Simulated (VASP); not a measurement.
Input of a VASP 6.6.1 run:

The input INCAR:

```
SYSTEM = As
PREC = Accurate ; ENCUT = 520
EDIFF = 1E-6 ; ISMEAR = 0
SIGMA = 0.02 ; LREAL = .False.
LASPH = .True. ; NELM = 60
ALGO = Normal ; ISIF = 2
LWAVE = .False. ; LCHARG = .False.
LDIPOL = .True. ; IDIPOL = 3
DIPOL = 0.5 0.5 0.500 ; GGA = PE
IVDW = 12 ; IBRION = 2
NSW = 60 ; EDIFFG = -0.01
```

Contents of KPOINTS:

```
Automatic mesh
0
Gamma
  9 9 1
  0 0 0
```

File POSCAR:

```
As
1.0
    3.4287592904      0.0000000000      0.0000000000
   -1.7143796452      2.9693926489      0.0000000000
    0.0000000000      0.0000000000     28.5742413760
As
2
Direct
    0.3333333333      0.6666666667      0.4755450732
    0.6666666667      0.3333333333      0.5244549268
```

Potentials or basis: VASP PAW PBE potentials, release 64 (As).

The run is started by

```console
$ cat potpaw_PBE.64/As/POTCAR > POTCAR
$ mpirun -np 1 vasp_std > vasp.out
```

Q: Predict the dispersion energy per atom.

A: -0.229 eV.

Q: Estimate the band gap on the k mesh.

A: 1.00 eV (least direct gap 2.34 eV).

Final structure:
```
As
1.0
     3.42876    0.00000    0.00000
    -1.71438    2.96939    0.00000
     0.00000    0.00000   28.57424
As
2
Direct
  0.33333 0.66667 0.47471
  0.66667 0.33333 0.52529
```

Caveat: the cell differs from its parent crystal (biaxial strain -0.040).
